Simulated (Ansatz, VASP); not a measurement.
# RbOs: VASP beside Ansatz

```
Rb Os
1.0
     4.24761    0.00000    0.00000
     0.00000    2.96014    0.00000
     0.00000    0.00000   10.72150
Rb Os
2 2
Direct
  0.75000 0.00000 0.72544
  0.25000 0.00000 0.27456
  0.75000 0.50000 0.04667
  0.25000 0.50000 0.95333
```

Alike in both runs: functional PBE; k mesh 4 × 6 × 4; occupations gaussian, width 0.1 eV; no spin polarisation.

Ansatz relaxed the structure, and its values are those at the end. VASP's run is a single point on that final structure, the one shown.

```csv
,VASP,Ansatz
version,VASP 6.6.1,Ansatz 0.2.0
potentials or method,"VASP PAW PBE potentials, release 64 (Rb_sv, Os_sv_GW), cutoff 560 eV","scalar-relativistic, plane waves, PAW"
valence electrons in the cell,50,50
```

VASP gave:

| Property | Result |
| --- | --- |
| gap on the k mesh at the Fermi level (eV) | none |
| pressure (GPa) | -0.2 |
| rms of the force components (eV/Å) | 0.005 |

Task: What did Ansatz give for the same quantities?

Result: gap on the k mesh at the Fermi level (eV): none; pressure (GPa): 0.0; rms of the force components (eV/Å): 0.008.

A gap of «none» marks a metal or a gap that the smearing closes.

The k mesh is coarse, so the values compare programs but aren't converged. Spin-orbit coupling is off throughout.
